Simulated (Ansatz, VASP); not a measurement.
ZnS in VASP and in Ansatz

```
CELL_PARAMETERS angstrom
3.78468 0.00000 0.00000
-1.89234 3.27763 0.00000
0.00000 0.00000 12.39269
ATOMIC_POSITIONS crystal
Zn 0.00000 0.00000 0.99006
Zn 0.00000 0.00000 0.49006
Zn 0.33333 0.66667 0.23998
Zn 0.66667 0.33333 0.73998
S 0.00000 0.00000 0.18722
S 0.00000 0.00000 0.68722
S 0.33333 0.66667 0.43757
S 0.66667 0.33333 0.93757
```

Change from the starting cell: all Zn atoms moved -0.125 Å, as atom 1 along Cartesian [0 0 1].

Alike in both runs: task single point; functional PBEsol; k mesh 12 × 12 × 4; occupations gaussian, width 0.05 eV; no spin polarisation.

```csv
,VASP,Ansatz
version,VASP 6.6.1,Ansatz 0.2.0
potentials or method,"VASP PAW PBE potentials, release 64 (Zn, S), cutoff 520 eV","scalar-relativistic, plane waves, PAW"
valence electrons in the cell,72,72
```

VASP gave:

| Item | Value |
| --- | --- |
| gap on the k mesh at the Fermi level (eV) | 2.12 |
| least direct gap on the mesh (eV) | 2.12 |
| pressure (GPa) | 0.7 |
| traceless stress, the component that is largest in VASP (GPa) | -2.88 |
| rms of the force components (eV/Å) | 0.330 |

Q: Which values does Ansatz return?

A: gap on the k mesh at the Fermi level (eV): 2.11; least direct gap on the mesh (eV): 2.11; pressure (GPa): 0.5; traceless stress, the component that is largest in VASP (GPa): -2.84; rms of the force components (eV/Å): 0.327.

VASP's potentials were made for PBE, not for PBEsol. Atom by atom the forces differ by 0.002 eV/Å (rms over components).
